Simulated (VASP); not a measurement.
# Cu (Fd-3m) in VASP: further runs

Cu is run at these levels: revPBE; tasks: single point.

All numbers are computed with VASP 6.6.1; they aren't measurements. Logs are shortened: lines on timing, memory, paths and dates and some standing lists are left out, and cuts for length are marked.

### Step 1. The cell of the first run

Symmetry: Fd-3m, No. 227, cubic system. Conventional cell: a = 5.192 Å, b = 5.192 Å, c = 5.192 Å, α = 90.00°, β = 90.00°, γ = 90.00°. Within 3.0 Å of Cu (site symmetry -43m) lie 4 Cu at 2.25 Å.

### Step 2. Single point, revPBE (volume scaled by 0.88)

INCAR reads:

```
SYSTEM = Cu
PREC     = Accurate       ! precision mode
ENCUT    = 520            ! plane-wave cutoff, eV
EDIFF    = 1E-7           ! SCF threshold, eV
ISMEAR   = -1             ! smearing method
SIGMA    = 0.1            ! smearing width, eV
LREAL    = .False.        ! projectors in reciprocal space
LASPH    = .True.         ! aspherical terms in the spheres
NELM     = 80             ! most SCF steps
ALGO     = Normal         ! electronic algorithm
ISIF     = 2              ! what is computed and relaxed
LWAVE    = .False.        ! write WAVECAR
LCHARG   = .False.        ! write CHGCAR
GGA      = RE             ! functional
NBANDS   = 18             ! bands
```

KPOINTS reads:

```
Automatic mesh
0
Gamma
  11 11 11
  0 0 0
```

POSCAR reads:

```
Cu
1.0
    0.0000000000      2.5960420049      2.5960420049
    2.5960420049      0.0000000000      2.5960420049
    2.5960420049      2.5960420049      0.0000000000
Cu
2
Direct
    0.1250000000      0.1250000000      0.1250000000
    0.8750000000      0.8750000000      0.8750000000
```

Potentials or basis: VASP PAW PBE potentials, release 64 (Cu).

Launch:

```
$ cat potpaw_PBE.64/Cu/POTCAR > POTCAR
$ mpirun -np 1 vasp_std > vasp.out
```

OUTCAR:

```text
SYSTEM = Cu
   PREC = Accurate
   ENCUT = 520
   EDIFF = 1E-7
   ISMEAR = -1
   LREAL = .False.
   LASPH = .True.
   NELM = 80
   ISIF = 2
   GGA = RE

 ion  position               nearest neighbor table
   1  0.125  0.125  0.125-   2 2.25   2 2.25   2 2.25   2 2.25
   2  0.875  0.875  0.875-   1 2.25   1 2.25   1 2.25   1 2.25

  LATTYP: Found a face centered cubic cell.
 ALAT       =     5.1920840098

  Lattice vectors:

 A1 = (   0.0000000000,   2.5960420049,   2.5960420049)
 A2 = (   2.5960420049,   0.0000000000,   2.5960420049)
 A3 = (   2.5960420049,   2.5960420049,   0.0000000000)

Analysis of symmetry for initial positions (statically):
=====================================================================
 Subroutine PRICEL returns:
 Original cell was already a primitive cell.

 Routine SETGRP: Setting up the symmetry group for a
 face centered cubic supercell.

 Subroutine GETGRP returns: Found 48 space group operations
 (whereof 12 operations were pure point group operations)
 out of a pool of 48 trial point group operations.

The static configuration has the point symmetry D_3d.
 The point group associated with its full space group is O_h .

Analysis of symmetry for dynamics (positions and initial velocities):
=====================================================================
 Subroutine PRICEL returns:
 Original cell was already a primitive cell.

 Routine SETGRP: Setting up the symmetry group for a
 face centered cubic supercell.

 Subroutine GETGRP returns: Found 48 space group operations
 (whereof 12 operations were pure point group operations)
 out of a pool of 48 trial point group operations.

The dynamic configuration has the point symmetry D_3d.
 The point group associated with its full space group is O_h .

 Subroutine INISYM returns: Found 48 space group operations
 (whereof 12 operations are pure point group operations),
 and found     1 'primitive' translations

----------------------------------------------------------------------------------------

                                     Primitive cell

  volume of cell :      34.9917

  direct lattice vectors                    reciprocal lattice vectors
     0.000000000  2.596042005  2.596042005    -0.192600890  0.192600890  0.192600890
     2.596042005  0.000000000  2.596042005     0.192600890 -0.192600890  0.192600890
     2.596042005  2.596042005  0.000000000     0.192600890  0.192600890 -0.192600890

  length of vectors
     3.671357812  3.671357812  3.671357812     0.333594527  0.333594527  0.333594527

  position of ions in fractional coordinates (direct lattice)
     0.125000000  0.125000000  0.125000000
     0.875000000  0.875000000  0.875000000

  ion indices of the primitive-cell ions
   primitive index   ion index
                 1           1
                 2           2

----------------------------------------------------------------------------------------

 KPOINTS: Automatic mesh

Automatic generation of k-mesh.
 Grid dimensions read from file:
 generate k-points for:   11   11   11

 Generating k-lattice:

  Cartesian coordinates                     Fractional coordinates (reciprocal lattice)
    -0.017509172  0.017509172  0.017509172     0.090909091  0.000000000  0.000000000
     0.017509172 -0.017509172  0.017509172     0.000000000  0.090909091  0.000000000
     0.017509172  0.017509172 -0.017509172     0.000000000  0.000000000  0.090909091

  Length of vectors
     0.030326775  0.030326775  0.030326775

  Shift w.r.t. Gamma in fractional coordinates (k-lattice)
     0.000000000  0.000000000  0.000000000

 Subroutine IBZKPT returns following result:
 ===========================================

 Found     56 irreducible k-points:

 Following reciprocal coordinates:
            Coordinates               Weight
  0.000000  0.000000  0.000000      1.000000
  0.090909  0.000000  0.000000      8.000000
  0.181818  0.000000  0.000000      8.000000
  0.272727  0.000000  0.000000      8.000000
  0.363636  0.000000  0.000000      8.000000
  0.454545  0.000000  0.000000      8.000000
[... 16 lines left out ...]
 -0.272727  0.181818  0.000000     24.000000
 -0.181818  0.181818  0.000000     12.000000
 [... further k-points ...]
   k-points           NKPTS =     56   k-points in BZ     NKDIM =     56   number of bands    NBANDS=     18
   number of dos      NEDOS =    301   number of ions     NIONS =      2
   total plane-waves  NPLWV =  21952
   dimension x,y,z NGX =    28 NGY =   28 NGZ =   28
   dimension x,y,z NGXF=    56 NGYF=   56 NGZF=   56
   ions per type =               2
   NGX,Y,Z   is equivalent  to a cutoff of  12.68, 12.68, 12.68 a.u.
   NGXF,Y,Z  is equivalent  to a cutoff of  25.36, 25.36, 25.36 a.u.
 SYSTEM =  Cu
   PREC   = accura    normal or accurate (medium, high low for compatibility)
   ISTART =      0    job   : 0-new  1-cont  2-samecut
   ICHARG =      2    charge: 1-file 2-atom 10-const
   ISPIN  =      1    spin polarized calculation?
   LNONCOLLINEAR =      F non collinear calculations
   LSORBIT =      F    spin-orbit coupling
   LASPH  =      T    aspherical Exc in radial PAW
   ENCUT  =  520.0 eV  38.22 Ry    6.18 a.u.   6.83  6.83  6.83*2*pi/ulx,y,z
   NELM   =     80;   NELMIN=  2; NELMDL= -5     # of ELM steps
   EDIFF  = 0.1E-06   stopping-criterion for ELM
   LREAL  =      F    real-space projection
   EDIFFG = 0.1E-05   stopping-criterion for IOM
   NSW    =      0    number of steps for IOM
   IBRION =     -1    ionic relax: 0-MD 1-quasi-New 2-CG
   NFREE  =      0    steps in history (QN), initial steepest desc. (CG)
   ISIF   =      2    stress and relaxation
   ISYM   =      2    0-nonsym 1-usesym 2-fastsym
   POTIM  = 0.5000    time-step for ionic-motion
   TEBEG  =    0.0;   TEEND  =   0.0 temperature during run
   PSTRESS=    0.0 pullay stress
   NELECT =      22.0000    total number of electrons
   NUPDOWN=      -1.0000    fix difference up-down
   EMIN   =  10.00;   EMAX   =-10.00  energy-range for DOS
   EFERMI =   0.00;   METHOD = LEGACY
   ISMEAR =    -1;   SIGMA  =   0.10  broadening in eV -4-tet -1-fermi 0-gaus
   EFERMI_NEDOS =   21; number of points for ismear=-14 and -15
   IALGO  =     38    algorithm
   IMIX   =      4    mixing-type and parameters
     AMIX     =   0.40;   BMIX     =  1.00
     AMIX_MAG =   1.60;   BMIX_MAG =  1.00
  volume/ion in A,a.u.               =      17.50       118.07
  Fermi-wavevector in a.u.,A,eV,Ry     =   1.402471  2.650287 26.761653  1.966926
  Thomas-Fermi vector in A             =   2.525230
   LORBIT       =      0    0 simple, 1 ext, 2 COOP (PROOUT), +10 PAW based schemes
   GGA     = RE    functional components
   LHFCALC =     F    Hartree Fock is set to
   AEXX    =    0.0000 exact exchange contribution
   IVDW    =     0    specifies the selected vdW correction
   LEPSILON=     F    determine dielectric tensor
   LRPA    =     F    only Hartree local field effects (RPA)
 non-spin polarized calculation
  energy-cutoff  :      520.00
  volume of cell :       34.99
 maximum number of plane-waves:       954
   NGX = 13   NGY = 13   NGZ = 13

 number of electron      21.9999986 magnetization

 Free energy of the ion-electron system (eV)
  ---------------------------------------------------
  ext. energy  EPLUGINS =         0.00000000
  ---------------------------------------------------
  free energy    TOTEN  =        -4.64964368 eV

  energy without entropy =       -4.62430702  energy(sigma->0) =       -4.63697535

 E-fermi :   3.6590     XC(G=0): -10.2096

 val. band max:        3.6553342372   @ k =  -0.3636   0.3636   0.0909
 cond. band min:       3.6927672468   @ k =  -0.3636   0.3636   0.0000
 fundamental gap:      0.0374330096
 Fermi energy:         3.6590029584

 k-point     1 :       0.0000    0.0000    0.0000
  band No.  band energies     occupation
      1      -3.0959      2.00000
      2       0.3900      2.00000
      3       0.3900      2.00000
      4       0.3900      2.00000
      5       0.3943      2.00000
      6       0.3943      2.00000
[... 10 lines left out ...]
     17      14.8586      0.00000
     18      17.2137      0.00000

 k-point     2 :       0.0909    0.0000    0.0000
  band No.  band energies     occupation
      1      -2.9569      2.00000
      2       0.3008      2.00000
      3       0.3008      2.00000
      4       0.3940      2.00000
      5       0.5071      2.00000
      6       0.5071      2.00000
[... 10 lines left out ...]
     17      15.6266      0.00000
     18      17.5283      0.00000

 k-point     3 :       0.1818    0.0000    0.0000
  band No.  band energies     occupation
      1      -2.5490      2.00000
      2       0.2526      2.00000
      3       0.2526      2.00000
      4       0.4103      2.00000
      5       0.6086      2.00000
      6       0.6086      2.00000
[... 10 lines left out ...]
     17      16.3687      0.00000
     18      17.4717      0.00000

 k-point     4 :       0.2727    0.0000    0.0000
  band No.  band energies     occupation
      1      -1.9089      2.00000
      2       0.2537      2.00000
      3       0.2537      2.00000
      4       0.4442      2.00000
      5       0.6488      2.00000
      6       0.6488      2.00000
[... 375 lines left out ...]
      4       0.4616      2.00000
      5       0.5708      2.00000
      6       0.8522      2.00000
[... 10 lines left out ...]
     17      17.5691      0.00000
     18      20.2255      0.00000

 k-point    23 :      -0.2727    0.1818    0.0000
  band No.  band energies     occupation
      1      -0.9998      2.00000
      2       0.1790      2.00000
      3       0.3183      2.00000
      4       0.4479      2.00000
      5       0.5481      2.00000
      6       0.8866      2.00000
[... 10 lines left out ...]
     17      17.4394      0.00000
     18      18.7897      0.00000

 k-point    24 :      -0.1818    0.1818    0.0000
  band No.  band energies     occupation
      1      -1.6937      2.00000
      2       0.1501      2.00000
      3       0.3730      2.00000
      4       0.3798      2.00000
      5       0.5849      2.00000
      6       0.8296      2.00000
[... 10 lines left out ...]
     17      17.3371      0.00000
     18      17.5768      0.00000

 [... further k-points ...]

------------------------ aborting loop because EDIFF is reached ----------------------------------------

  FORCE on cell =-STRESS in cart. coord.  units (eV):
  Direction    XX          YY          ZZ          XY          YZ          ZX
  --------------------------------------------------------------------------------------
  -------------------------------------------------------------------------------------
  Total        1.9108890      1.9108890      1.9108890     -0.0000000      0.0000000     -0.0000000
  in kB       87.4945289     87.4945289     87.4945289     -0.0000000      0.0000000     -0.0000000
  external PRESSURE =      87.4945289 kB  Pullay stress =       0.0000000 kB

 VOLUME and BASIS-vectors are now :
 -----------------------------------------------------------------------------
  energy-cutoff  :      520.00
  volume of cell :       34.99
      direct lattice vectors                 reciprocal lattice vectors
     0.000000000  2.596042005  2.596042005    -0.192600890  0.192600890  0.192600890
     2.596042005  0.000000000  2.596042005     0.192600890 -0.192600890  0.192600890
     2.596042005  2.596042005  0.000000000     0.192600890  0.192600890 -0.192600890

 POSITION                                       TOTAL-FORCE (eV/Angst)
 -----------------------------------------------------------------------------------
      0.64901      0.64901      0.64901        -0.000000     -0.000000     -0.000000
      4.54307      4.54307      4.54307         0.000000      0.000000      0.000000
 -----------------------------------------------------------------------------------
    total drift:                                0.000000      0.000000     -0.000000

  FREE ENERGIE OF THE ION-ELECTRON SYSTEM (eV)
  ---------------------------------------------------
  free  energy   TOTEN  =        -4.6496436831 eV

  energy  without entropy=       -4.6243070178  energy(sigma->0) =       -4.63697535
```

It took 16 s on 1 thread of Intel Xeon 6975P-C (Granite Rapids), shared host; peak memory 0.17 GiB.

Results:

* Free energy: -4.6496 eV
* Pressure: 8.7 GPa
* Band gap on the k mesh: zero (band 11 reaches 4.09 eV, above the bottom of band 12 at 3.34 eV)

Levels at points of the mesh, in eV from the Fermi level:
```tsv
k point	band 8	band 9	band 10	band 11	band 12	band 13	band 14	band 15
(0.00, 0.00, 0.00)	-2.04	-2.04	-1.31	-1.31	10.39	10.39	10.39	11.20
```

Caveat: the PAW data sets were made with another functional, which shifts forces and pressure a little.

### Step 3. Single point, revPBE (volume scaled by 0.92)

INCAR reads:

```
ALGO     = Normal         # electronic algorithm
EDIFF    = 1E-6           # SCF threshold, eV
ENCUT    = 520            # plane-wave cutoff, eV
GGA      = RE             # functional
ISIF     = 2              # what is computed and relaxed
ISMEAR   = -1             # smearing method
LASPH    = True           # aspherical terms in the spheres
LCHARG   = False          # write CHGCAR
LREAL    = False          # projectors in reciprocal space
LWAVE    = False          # write WAVECAR
NBANDS   = 18             # bands
NELM     = 100            # most SCF steps
PREC     = Accurate       # precision mode
SIGMA    = 0.1            # smearing width, eV
```

KPOINTS reads:

```
k-points
0
Gamma
  11 11 11
```

POSCAR reads:

```
Cu
1.0
    0.0000000000      2.6347946138      2.6347946138
    2.6347946138      0.0000000000      2.6347946138
    2.6347946138      2.6347946138      0.0000000000
Cu
2
Direct
    0.1250000000      0.1250000000      0.1250000000
    0.8750000000      0.8750000000      0.8750000000
```

Potentials or basis: VASP PAW PBE potentials, release 64 (Cu).

Launch:

```
$ cat potpaw_PBE.64/Cu/POTCAR > POTCAR
$ mpirun -np 1 vasp_std > vasp.out
```

Wall time 13 s (1 thread of Intel Xeon 6975P-C (Granite Rapids), shared host); peak memory 0.17 GiB.

The run converged. Its results:

```
Free energy            : -4.7189 eV
Pressure               : 4.9 GPa
Band gap on the k mesh : zero (band 11 reaches 3.68 eV, above the bottom of band 12 at 2.95 eV)
```

Levels at points of the mesh, in eV from the Fermi level:
```csv
k point,band 7,band 8,band 9,band 10,band 11,band 12,band 13,band 14,band 15,band 16
"(0.00, 0.00, 0.00)",-1.95,-1.95,-1.95,-1.27,-1.27,10.07,10.07,10.07,10.92,10.92
```

Caveat: the PAW data sets were made with another functional, which shifts forces and pressure a little.

[end of part 1 of 2]
